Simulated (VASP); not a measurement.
Pt:

```
Pt
1.0
     2.71476    0.00000    0.00000
    -1.35738    2.35105    0.00000
     0.00000    0.00000    2.55187
Pt
1
Direct
  0.00000 0.00000 0.00000
```

This isn't the form of Pt at room conditions, which is fcc.

| Property | Result |
| --- | --- |
| Program | VASP 6.6.1 |
| Task | relaxation of cell and atoms |
| Functional | PBE |
| Potentials or basis | VASP PAW PBE potentials, release 64 (Pt) |
| Cutoff | 600 eV |
| k mesh | 16 × 16 × 15 |
| Occupations | fermi-dirac, width 0.08 eV |
| Spin | no spin polarisation |

At the start: pressure 7.1 GPa; volume 16.29 Å³/atom.

Q: Where does the relaxation end?

A: Over 10 steps the energy falls by 69.4 meV/atom and the volume is 16.80 Å³/atom (+3.2 %); space group P6/mmm (No. 191, to 0.1 Å) before and after.

Step by step:
| step | energy change (eV) | largest force (eV/Å) | pressure (GPa) | volume (Å³) |
| --- | --- | --- | --- | --- |
| 1 | 0.0000 | 0.0000 | 7.11 | 16.29 |
| 2 | 0.0236 | 0.0000 | -6.99 | 17.93 |
| 3 | -0.0678 | 0.0000 | -2.51 | 16.99 |
| 4 | -0.0679 | 0.0000 | -2.23 | 16.97 |
| 5 | -0.0679 | 0.0000 | -2.13 | 16.96 |
| 6 | -0.0636 | 0.0000 | 4.59 | 16.50 |
| 7 | -0.0694 | 0.0000 | 0.03 | 16.80 |
| 8 | -0.0694 | 0.0000 | 0.06 | 16.80 |
| 9 | -0.0694 | 0.0000 | -0.07 | 16.81 |
| 10 | -0.0694 | 0.0000 | -0.01 | 16.80 |

Final structure:
```
Pt
1.0
     2.68702    0.00000    0.00000
    -1.34351    2.32703    0.00000
     0.00000    0.00000    2.68727
Pt
1
Direct
  0.00000 0.00000 0.00000
```
